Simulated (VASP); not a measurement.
# SrCl2 (Fm-3m) in VASP: further runs, part 2 of 2

VASP 6.6.1. Earlier steps stand in the parts before.

## 3. Single point, r2SCAN (27.67 Å³/atom)

This run uses another cell than the first one, of 27.67 Å³/atom.

Input file POSCAR:

```
SrCl2
1.0
    0.0000000000      3.4623851846      3.4623851846
    3.4623851846      0.0000000000      3.4623851846
    3.4623851846      3.4623851846      0.0000000000
Sr Cl
1 2
Direct
    0.0000000000      0.0000000000      0.0000000000
    0.2500000000      0.2500000000      0.2500000000
    0.7500000000      0.7500000000      0.7500000000
```

Input file INCAR.step1:

```
PREC = Accurate
ENCUT = 520
ISMEAR = 0
SIGMA = 0.01
LREAL = F
LASPH = T
NELM = 60
NBANDS = 19
GGA = PE
ALGO = Normal
EDIFF = 1E-4
LWAVE = T
LCHARG = F
```

Input file INCAR.step2:

```
PREC = Accurate
ENCUT = 520
EDIFF = 1E-6
ISMEAR = 0
SIGMA = 0.01
LREAL = F
LASPH = T
NELM = 60
ALGO = Normal
ISIF = 2
LWAVE = F
LCHARG = T
METAGGA = R2SCAN
LMIXTAU = T
LELF = T
LVHAR = T
NBANDS = 19
ISTART = 1
```

Input file KPOINTS:

```
Automatic mesh
0
Gamma
  6 6 6
```

Potentials or basis: VASP PAW PBE potentials, release 64 (Sr_sv, Cl).

Command:

```console
cat potpaw_PBE.64/Sr_sv/POTCAR potpaw_PBE.64/Cl/POTCAR > POTCAR
cp INCAR.step1 INCAR
mpirun -np 1 vasp_std > vasp.out
cp INCAR.step2 INCAR
mpirun -np 1 vasp_std > vasp.out
```

OUTCAR:

```text
PREC = Accurate
   ENCUT = 520
   EDIFF = 1E-6
   ISMEAR = 0
   LREAL = F
   LASPH = T
   NELM = 60
   ISIF = 2
   METAGGA = R2SCAN
   ISTART = 1

 ion  position               nearest neighbor table
   1  0.000  0.000  0.000-   3 3.00   3 3.00   3 3.00   2 3.00   2 3.00   2 3.00   3 3.00   2 3.00

   2  0.250  0.250  0.250-   1 3.00   1 3.00   1 3.00   1 3.00
   3  0.750  0.750  0.750-   1 3.00   1 3.00   1 3.00   1 3.00

  LATTYP: Found a face centered cubic cell.
 ALAT       =     6.9247703692

  Lattice vectors:

 A1 = (   0.0000000000,   3.4623851846,   3.4623851846)
 A2 = (   3.4623851846,   0.0000000000,   3.4623851846)
 A3 = (   3.4623851846,   3.4623851846,   0.0000000000)

Analysis of symmetry for initial positions (statically):
=====================================================================
 Subroutine PRICEL returns:
 Original cell was already a primitive cell.

 Routine SETGRP: Setting up the symmetry group for a
 face centered cubic supercell.

 Subroutine GETGRP returns: Found 48 space group operations
 (whereof 48 operations were pure point group operations)
 out of a pool of 48 trial point group operations.

The static configuration has the point symmetry O_h .

Analysis of symmetry for dynamics (positions and initial velocities):
=====================================================================
 Subroutine PRICEL returns:
 Original cell was already a primitive cell.

 Routine SETGRP: Setting up the symmetry group for a
 face centered cubic supercell.

 Subroutine GETGRP returns: Found 48 space group operations
 (whereof 48 operations were pure point group operations)
 out of a pool of 48 trial point group operations.

The dynamic configuration has the point symmetry O_h .

 Subroutine INISYM returns: Found 48 space group operations
 (whereof 48 operations are pure point group operations),
 and found     1 'primitive' translations

----------------------------------------------------------------------------------------

                                     Primitive cell

  volume of cell :      83.0149

  direct lattice vectors                    reciprocal lattice vectors
     0.000000000  3.462385185  3.462385185    -0.144409121  0.144409121  0.144409121
     3.462385185  0.000000000  3.462385185     0.144409121 -0.144409121  0.144409121
     3.462385185  3.462385185  0.000000000     0.144409121  0.144409121 -0.144409121

  length of vectors
     4.896552086  4.896552086  4.896552086     0.250123934  0.250123934  0.250123934

  position of ions in fractional coordinates (direct lattice)
     0.000000000  0.000000000  0.000000000
     0.250000000  0.250000000  0.250000000
     0.750000000  0.750000000  0.750000000

  ion indices of the primitive-cell ions
   primitive index   ion index
                 1           1
                 2           2
                 3           3

----------------------------------------------------------------------------------------

 KPOINTS: Automatic mesh

Automatic generation of k-mesh.
 Grid dimensions read from file:
 generate k-points for:    6    6    6

 Generating k-lattice:

  Cartesian coordinates                     Fractional coordinates (reciprocal lattice)
    -0.024068187  0.024068187  0.024068187     0.166666667  0.000000000  0.000000000
     0.024068187 -0.024068187  0.024068187     0.000000000  0.166666667  0.000000000
     0.024068187  0.024068187 -0.024068187     0.000000000  0.000000000  0.166666667

  Length of vectors
     0.041687322  0.041687322  0.041687322

  Shift w.r.t. Gamma in fractional coordinates (k-lattice)
     0.000000000  0.000000000  0.000000000

 Subroutine IBZKPT returns following result:
 ===========================================

 Found     16 irreducible k-points:

 Following reciprocal coordinates:
            Coordinates               Weight
  0.000000  0.000000  0.000000      1.000000
  0.166667  0.000000  0.000000      8.000000
  0.333333  0.000000  0.000000      8.000000
  0.500000  0.000000  0.000000      4.000000
  0.166667  0.166667  0.000000      6.000000
  0.333333  0.166667  0.000000     24.000000
[... 8 lines left out ...]
 -0.333333  0.333333  0.166667     24.000000
 -0.333333  0.500000  0.166667     12.000000
   k-points           NKPTS =     16   k-points in BZ     NKDIM =     16   number of bands    NBANDS=     19
   number of dos      NEDOS =    301   number of ions     NIONS =      3
   total plane-waves  NPLWV =  46656
   dimension x,y,z NGX =    36 NGY =   36 NGZ =   36
   dimension x,y,z NGXF=    72 NGYF=   72 NGZF=   72
   ions per type =               1   2
   NGX,Y,Z   is equivalent  to a cutoff of  12.22, 12.22, 12.22 a.u.
   NGXF,Y,Z  is equivalent  to a cutoff of  24.45, 24.45, 24.45 a.u.
 SYSTEM =  unknown system
   PREC   = accura    normal or accurate (medium, high low for compatibility)
   ISTART =      1    job   : 0-new  1-cont  2-samecut
   ICHARG =      0    charge: 1-file 2-atom 10-const
   ISPIN  =      1    spin polarized calculation?
   LNONCOLLINEAR =      F non collinear calculations
   LSORBIT =      F    spin-orbit coupling
   LASPH  =      T    aspherical Exc in radial PAW
   ENCUT  =  520.0 eV  38.22 Ry    6.18 a.u.   9.10  9.10  9.10*2*pi/ulx,y,z
   NELM   =     60;   NELMIN=  2; NELMDL=  0     # of ELM steps
   EDIFF  = 0.1E-05   stopping-criterion for ELM
   LREAL  =      F    real-space projection
   EDIFFG = 0.1E-04   stopping-criterion for IOM
   NSW    =      0    number of steps for IOM
   IBRION =     -1    ionic relax: 0-MD 1-quasi-New 2-CG
   NFREE  =      0    steps in history (QN), initial steepest desc. (CG)
   ISIF   =      2    stress and relaxation
   ISYM   =      2    0-nonsym 1-usesym 2-fastsym
   POTIM  = 0.5000    time-step for ionic-motion
   TEBEG  =    0.0;   TEEND  =   0.0 temperature during run
   PSTRESS=    0.0 pullay stress
   NELECT =      24.0000    total number of electrons
   NUPDOWN=      -1.0000    fix difference up-down
   EMIN   =  10.00;   EMAX   =-10.00  energy-range for DOS
   EFERMI =   0.00;   METHOD = LEGACY
   ISMEAR =     0;   SIGMA  =   0.01  broadening in eV -4-tet -1-fermi 0-gaus
   EFERMI_NEDOS =   21; number of points for ismear=-14 and -15
   IALGO  =     38    algorithm
   IMIX   =      4    mixing-type and parameters
     AMIX     =   0.40;   BMIX     =  1.00
     AMIX_MAG =   1.60;   BMIX_MAG =  1.00
  volume/ion in A,a.u.               =      27.67       186.74
  Fermi-wavevector in a.u.,A,eV,Ry     =   1.082497  2.045622 15.943291  1.171799
  Thomas-Fermi vector in A             =   2.218539
   LORBIT       =      0    0 simple, 1 ext, 2 COOP (PROOUT), +10 PAW based schemes
   METAGGA = R2SCAN    functional components
   LHFCALC =     F    Hartree Fock is set to
   AEXX    =    0.0000 exact exchange contribution
   IVDW    =     0    specifies the selected vdW correction
   LEPSILON=     F    determine dielectric tensor
   LRPA    =     F    only Hartree local field effects (RPA)
 non-spin polarized calculation
 Gauss-broadening in eV      SIGMA  =   0.01
  energy-cutoff  :      520.00
  volume of cell :       83.01
 maximum number of plane-waves:      2253
   NGX = 19   NGY = 19   NGZ = 19

 number of electron      24.0000003 magnetization

 Free energy of the ion-electron system (eV)
  ---------------------------------------------------
  ext. energy  EPLUGINS =         0.00000000
  ---------------------------------------------------
  free energy    TOTEN  =       -35.68575091 eV

  energy without entropy =      -35.68575091  energy(sigma->0) =      -35.68575091

 E-fermi :   0.0533     XC(G=0):  -8.8720

 val. band max:       -0.0706018700   @ k =   0.5000   0.5000   0.0000
 cond. band min:       5.9063793080   @ k =   0.5000   0.5000   0.0000
 fundamental gap:      5.9769811780
 Fermi energy:         0.0533221410

 k-point     1 :       0.0000    0.0000    0.0000
  band No.  band energies     occupation
      1     -33.9481      2.00000
      2     -15.3281      2.00000
      3     -15.3281      2.00000
      4     -15.3281      2.00000
      5     -14.0309      2.00000
      6     -13.1085      2.00000
[... 11 lines left out ...]
     18       9.5921      0.00000
     19      10.1315      0.00000
[... 309 lines left out ...]
 k-point    16 :      -0.3333    0.5000    0.1667
  band No.  band energies     occupation
      1     -33.9430      2.00000
      2     -15.6774      2.00000
      3     -15.4784      2.00000
      4     -15.3653      2.00000
      5     -13.3541      2.00000
      6     -13.2084      2.00000
[... 11 lines left out ...]
     18      10.5052      0.00000
     19      10.8270      0.00000

------------------------ aborting loop because EDIFF is reached ----------------------------------------

  FORCE on cell =-STRESS in cart. coord.  units (eV):
  Direction    XX          YY          ZZ          XY          YZ          ZX
  --------------------------------------------------------------------------------------
  -------------------------------------------------------------------------------------
  Total        0.6552261      0.6552261      0.6552261      0.0000000     -0.0000000      0.0000000
  in kB       12.6457807     12.6457807     12.6457807      0.0000000     -0.0000000      0.0000000
  external PRESSURE =      12.6457807 kB  Pullay stress =       0.0000000 kB

 VOLUME and BASIS-vectors are now :
 -----------------------------------------------------------------------------
  energy-cutoff  :      520.00
  volume of cell :       83.01
      direct lattice vectors                 reciprocal lattice vectors
     0.000000000  3.462385185  3.462385185    -0.144409121  0.144409121  0.144409121
     3.462385185  0.000000000  3.462385185     0.144409121 -0.144409121  0.144409121
     3.462385185  3.462385185  0.000000000     0.144409121  0.144409121 -0.144409121

 POSITION                                       TOTAL-FORCE (eV/Angst)
 -----------------------------------------------------------------------------------
      0.00000      0.00000      0.00000         0.000000      0.000000      0.000000
      1.73119      1.73119      1.73119        -0.000000      0.000000     -0.000000
      5.19358      5.19358      5.19358         0.000000     -0.000000     -0.000000
 -----------------------------------------------------------------------------------
    total drift:                                0.000000      0.000000      0.000000

  FREE ENERGIE OF THE ION-ELECTRON SYSTEM (eV)
  ---------------------------------------------------
  free  energy   TOTEN  =       -35.6857509146 eV

  energy  without entropy=      -35.6857509146  energy(sigma->0) =      -35.68575091
```

Run time: 2.4 min. Hardware: 1 thread of Intel Xeon 8259CL, shared host; peak memory 0.23 GiB.

What came out:

```
Free energy            : -35.6858 eV
Pressure               : 1.3 GPa
Band gap on the k mesh : 5.98 eV
```

Levels at points of the mesh, in eV from the valence-band top:
```tsv
k point	band 9	band 10	band 11	band 12	band 13	band 14	band 15	band 16
(0.00, 0.00, 0.00)	-2.23	-0.36	-0.36	-0.36	6.05	6.68	6.68	9.66
(0.50, 0.00, 0.00)	-1.53	-1.39	-1.10	-1.10	7.31	7.31	8.26	8.33
(0.50, 0.50, 0.00)	-1.97	-0.42	-0.42	0.00	5.98	7.85	8.27	8.77
```

Caveat: the structure was generated, so it needn't be the stable form of SrCl2; the PAW data sets were made with another functional, which shifts forces and pressure a little.
